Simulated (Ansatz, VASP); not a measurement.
**Si3B4: VASP beside Ansatz**

File INCAR:

```
  PREC = Accurate
  ENCUT = 520
  EDIFF = 1E-6
  ISMEAR = 0
  SIGMA = 0.1
  LREAL = False
  LASPH = True
  NELM = 60
  ALGO = Normal
  ISIF = 2
  LWAVE = False
  LCHARG = True
  GGA = PE
  LELF = True
  LVHAR = True
  NBANDS = 21
```

The input KPOINTS:

```
Automatic mesh
0
Gamma
  8 8 8
```

POSCAR

```
Si3B4
1.0
    4.8427774142      0.0000000000      0.0000000000
    0.0000000000      4.8427774142      0.0000000000
    0.0000000000      0.0000000000      4.8427774142
Si B
3 4
Direct
    0.0000000000      0.0000000000      0.5000000000
    0.5000000000      0.0000000000      0.0000000000
    0.0000000000      0.5000000000      0.0000000000
    0.1544038952      0.1544038952      0.8455961048
    0.8455961048      0.8455961048      0.8455961048
    0.1544038952      0.8455961048      0.1544038952
    0.8455961048      0.1544038952      0.1544038952
```

Input for Ansatz:

```yaml
crystal:
  lattice:
    - [4.8427774142, 0.0, 0.0]
    - [0.0, 4.8427774142, 0.0]
    - [0.0, 0.0, 4.8427774142]
  atoms:
    - { symbol: Si, position: [0.0, 0.0, 0.5] }
    - { symbol: Si, position: [0.5, 0.0, 0.0] }
    - { symbol: Si, position: [0.0, 0.5, 0.0] }
    - { symbol: B, position: [0.1544038952, 0.1544038952, 0.8455961048] }
    - { symbol: B, position: [0.8455961048, 0.8455961048, 0.8455961048] }
    - { symbol: B, position: [0.1544038952, 0.8455961048, 0.1544038952] }
    - { symbol: B, position: [0.8455961048, 0.1544038952, 0.1544038952] }
basis:
  ecutwfc: 420
kpoints:
  mp_grid: { grid: [8, 8, 8] }
  band_path:
    path:
      - [[0.0, 0.0, 0.0], [0.0, 0.5, 0.0], [0.5, 0.5, 0.0], [0.0, 0.0, 0.0], [0.5, 0.5, 0.5], [0.0, 0.5, 0.0]]
      - [[0.5, 0.5, 0.5], [0.5, 0.5, 0.0]]
    npoints: 14
hamiltonian:
  xc: pbe
scf:
  occupations: { method: gaussian, width: 0.1 }
  n_extra_bands: 17
output:
  forces: true
  stress: true
  eigenvalues: true
  populations: true
  dos: { projected: true, de: 0.02, nscf_kmesh: { grid: [10, 10, 10] } }
  bader: true
  write_density: true
  write_potential: true
  elf: true
  volumetric_format: npy
```

Alike in both runs: task single point; functional PBE; k mesh 8 × 8 × 8; occupations gaussian, width 0.1 eV; no spin polarisation.

|  | VASP | Ansatz |
| --- | --- | --- |
| version | VASP 6.6.1 | Ansatz 0.2.0 |
| potentials or method | VASP PAW PBE potentials, release 64 (Si, B), cutoff 520 eV | scalar-relativistic, plane waves, PAW |
| valence electrons in the cell | 24 | 24 |

```tsv
	VASP	Ansatz	Ansatz less VASP
gap on the k mesh at the Fermi level (eV)	none	none	-
pressure (GPa)	-0.1	0.0	+0.06
```

A gap of «none» marks a metal or a gap that the smearing closes. With one functional, cell and mesh, what is left measures potentials, basis and numerics.
